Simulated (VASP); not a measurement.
# Mg8HO8 (a cell with a defect) in VASP: further runs, part 2 of 2

VASP 6.6.1.

## 3. Single point, PBE, collinear spin

INCAR reads:

```
SYSTEM = Mg8HO8
PREC = Accurate
ENCUT = 520
EDIFF = 1E-6
ISMEAR = 0
SIGMA = 0.05
LREAL = .False.
LASPH = .True.
NELM = 200
ALGO = Normal
ISIF = 2
LWAVE = .False.
LCHARG = .True.
ISPIN = 2
MAGMOM = 0 0 0 0 0 0 0 0 0 0 0.09 0 0.09 0 0.09 0.09 0.32
LORBIT = 11
GGA = PE
LELF = .True.
LVHAR = .True.
NBANDS = 50
GGA_COMPAT = .False.
```

KPOINTS reads:

```
Automatic mesh
0
Gamma
  1 1 1
  0 0 0
```

POSCAR reads:

```
Mg8HO8
1.0
    0.0000000000      4.2052000000      4.2052000000
    4.2052000000      0.0000000000      4.2052000000
    4.2052000000      4.2052000000      0.0000000000
Mg O H
8 8 1
Direct
   -0.0011125511      0.0003770332      0.0006633454
   -0.0011087463      0.0003865452      0.5010198088
   -0.0011101731      0.5007396794      0.0006704794
    0.0034829497      0.4989725816      0.4992605584
    0.4992782745      0.0003719205      0.0006570437
    0.4974457814      0.0050544564      0.4992349948
    0.4974436412      0.4989444022      0.0053507562
    0.4974504185      0.4989590269      0.4992458147
    0.2492162085      0.2507093598      0.2509944830
    0.2492184676      0.2507063873      0.7500467279
    0.2492182298      0.7497604157      0.2509922239
    0.2323594597      0.7560097023      0.7562919718
    0.7482759441      0.2507067440      0.2509925806
    0.7545161942      0.2338817417      0.7562816275
    0.7545133406      0.7559965043      0.2341709074
    0.7545251118      0.7560006658      0.7562843622
    0.6238687815      0.6255205460      0.6258308761
```

Potentials or basis: VASP PAW PBE potentials, release 64 (Mg, O, H).

On the command line:

```console
$ cat potpaw_PBE.64/Mg/POTCAR potpaw_PBE.64/O/POTCAR potpaw_PBE.64/H/POTCAR > POTCAR
$ mpirun -np 1 vasp_gam > vasp.out
```

OUTCAR:

```text
SYSTEM = Mg8HO8
   PREC = Accurate
   ENCUT = 520
   EDIFF = 1E-6
   ISMEAR = 0
   LREAL = .False.
   LASPH = .True.
   NELM = 200
   ISIF = 2
   ISPIN = 2
   LORBIT = 11
   GGA = PE

 ion  position               nearest neighbor table
   1  0.999  0.000  0.001-  12 2.06  14 2.06  15 2.06  13 2.11  11 2.11  10 2.11   5 2.97   3 2.97
                             2 2.97   6 2.97   7 2.97   4 2.97   4 2.97   7 2.97   6 2.97   2 2.98
   2  0.999  0.000  0.501-  12 2.06  16 2.06  14 2.06  13 2.11   9 2.11  11 2.11   5 2.97   1 2.97
                             3 2.97   8 2.97   6 2.97   4 2.97   4 2.97   6 2.97   8 2.97   3 2.98
   3  0.999  0.501  0.001-  12 2.06  16 2.06  15 2.06  13 2.11   9 2.11  10 2.11   5 2.97   1 2.97
                             2 2.97   8 2.97   7 2.97   4 2.97   4 2.97   7 2.97   8 2.97   2 2.98
   4  0.003  0.499  0.499-  17 1.84  10 2.09  11 2.09   9 2.09  16 2.16  14 2.16  15 2.16   7 2.94
                             6 2.94   8 2.94   3 2.97   2 2.97   1 2.97   1 2.97   2 2.97   3 2.97
   5  0.499  0.000  0.001-  16 2.06  14 2.06  15 2.06  10 2.11  11 2.11   9 2.11   1 2.97   3 2.97
                             2 2.97   6 2.97   7 2.97   8 2.97   8 2.97   7 2.97   6 2.97   2 2.98
   6  0.497  0.005  0.499-  17 1.84  10 2.09   9 2.09  13 2.09  15 2.16  16 2.16  12 2.16   7 2.94
                             8 2.94   4 2.94   1 2.97   2 2.97   5 2.97   5 2.97   2 2.97   1 2.97
[... 366 lines left out ...]
  FREE ENERGIE OF THE ION-ELECTRON SYSTEM (eV)
  ---------------------------------------------------
  free  energy   TOTEN  =       -87.8525147223 eV

  energy  without entropy=      -87.8525147223  energy(sigma->0) =      -87.85251472

 total charge

# of ion       s       p       d       tot
------------------------------------------
    1        0.131   0.185   0.092   0.409
    2        0.131   0.185   0.092   0.409
    3        0.131   0.185   0.092   0.409
    4        0.128   0.180   0.087   0.396
    5        0.131   0.185   0.092   0.409
    6        0.128   0.180   0.087   0.396
[... 9 lines left out ...]
   16        1.525   3.632   0.000   5.157
   17        0.522   0.021   0.000   0.542
--------------------------------------------------
tot         13.692  30.658   0.718  45.068

 magnetization (x)

# of ion       s       p       d       tot
------------------------------------------
    1        0.006   0.004   0.001   0.011
    2        0.006   0.004   0.001   0.011
    3        0.006   0.004   0.001   0.011
    4        0.001   0.002   0.003   0.005
    5        0.006   0.004   0.001   0.011
    6        0.001   0.002   0.003   0.005
[... 9 lines left out ...]
   16        0.020   0.049   0.000   0.069
   17        0.295   0.002   0.000   0.297
--------------------------------------------------
tot          0.400   0.219   0.017   0.636
```

OSZICAR:

```text
N       E                     dE             d eps       ncg     rms          rms(c)
DAV:   1     0.569629931163E+03    0.56963E+03   -0.35795E+04   208   0.125E+03
DAV:   2    -0.403138559233E+02   -0.60994E+03   -0.55948E+03   312   0.300E+02
DAV:   3    -0.102270081231E+03   -0.61956E+02   -0.60615E+02   240   0.922E+01
DAV:   4    -0.103116370265E+03   -0.84629E+00   -0.84477E+00   224   0.115E+01
DAV:   5    -0.103119432454E+03   -0.30622E-02   -0.30621E-02   204   0.820E-01    0.224E+01
DAV:   6    -0.875668971588E+02    0.15553E+02   -0.52369E+01   200   0.318E+01    0.649E+00
DAV:   7    -0.878199802246E+02   -0.25308E+00   -0.16666E+00   236   0.529E+00    0.442E+00
DAV:   8    -0.878307063972E+02   -0.10726E-01   -0.49911E-01   210   0.374E+00    0.126E+00
DAV:   9    -0.878505354800E+02   -0.19829E-01   -0.42983E-02   226   0.935E-01    0.449E-01
DAV:  10    -0.878515565390E+02   -0.10211E-02   -0.49110E-03   216   0.326E-01    0.192E-01
DAV:  11    -0.878521382160E+02   -0.58168E-03   -0.54122E-04   232   0.106E-01    0.979E-02
DAV:  12    -0.878525040001E+02   -0.36578E-03   -0.57797E-04   216   0.112E-01    0.253E-02
DAV:  13    -0.878525148015E+02   -0.10801E-04   -0.37774E-05   230   0.347E-02    0.116E-02
DAV:  14    -0.878525146072E+02    0.19438E-06   -0.10426E-05   216   0.142E-02    0.393E-03
DAV:  15    -0.878525147223E+02   -0.11510E-06   -0.17563E-06   158   0.528E-03
   1 F= -.87852515E+02 E0= -.87852515E+02  d E =-.232277E-13  mag=     1.0000
```

stdout:

```text
POSCAR found type information on POSCAR MgO H
 POSCAR found :  3 types and      17 ions
 scaLAPACK will be used
 -----------------------------------------------------------------------------
|                                                                             |
|                                                                             |
|     You have a (more or less) 'large supercell' and for larger cells it     |
|     might be more efficient to use real-space projection operators.         |
|     Therefore, try LREAL= Auto in the INCAR file.                           |
|     Mind: For very accurate calculation, you might also keep the            |
|     reciprocal projection scheme (i.e. LREAL=.FALSE.).                      |
|                                                                             |
 -----------------------------------------------------------------------------

 LDA part: xc-table for (Slater+PW92), standard interpolation
 POSCAR, INCAR and KPOINTS ok, starting setup
 FFT: planning ... GRIDC
 FFT: planning ... GRID_SOFT
 FFT: planning ... GRID
 WAVECAR not read
 entering main loop
```

Run time: 92 s. Hardware: 1 thread of Intel Xeon 8259CL, shared host; peak memory 0.39 GiB.

Results:

| Quantity | Value |
| --- | --- |
| Free energy | -87.8525 eV |
| Pressure | 15.6 GPa |
| Largest force | 0.504 eV/Å |
| Net moment | 1.00 μB per cell |
| Site moments | Mg +0.01; O -0.00, +0.07 (each value once); H +0.30 μB |
| Valence electrons inside the program's atomic spheres | Mg 0.41, 0.40 (each value once); O 5.17, 5.16 (each value once); H 0.54 |

Forces in eV/Å, atoms in the order of the input:
```
Mg  -0.105 -0.105 -0.105
Mg   0.105  0.105 -0.105
Mg   0.105 -0.105  0.105
Mg  -0.118  0.118  0.118
Mg  -0.105  0.105  0.105
Mg   0.117 -0.118  0.118
Mg   0.117  0.118 -0.118
Mg  -0.118 -0.118 -0.118
O    0.020  0.020  0.020
O   -0.020 -0.020  0.020
O   -0.020  0.020 -0.020
O   -0.291  0.291  0.291
O    0.020 -0.020 -0.020
O    0.291 -0.291  0.290
O    0.291  0.290 -0.291
O   -0.290 -0.291 -0.291
H   -0.001  0.000  0.000
```

Levels at points of the mesh, in eV from the Fermi level:
Spin up:
| k point | band 31 | band 32 | band 33 | band 34 | band 35 | band 36 |
| --- | --- | --- | --- | --- | --- | --- |
| (0.00, 0.00, 0.00) | -1.13 | -1.13 | -0.26 | 3.87 | 6.45 | 6.45 |
Spin down:
```
           k point  band 30  band 31  band 32  band 33  band 34  band 35
(0.00, 0.00, 0.00)    -1.06    -1.06    -1.06     1.39     4.01     6.48
```

Caveat: the k points lie up to 1.29 Å⁻¹ apart.
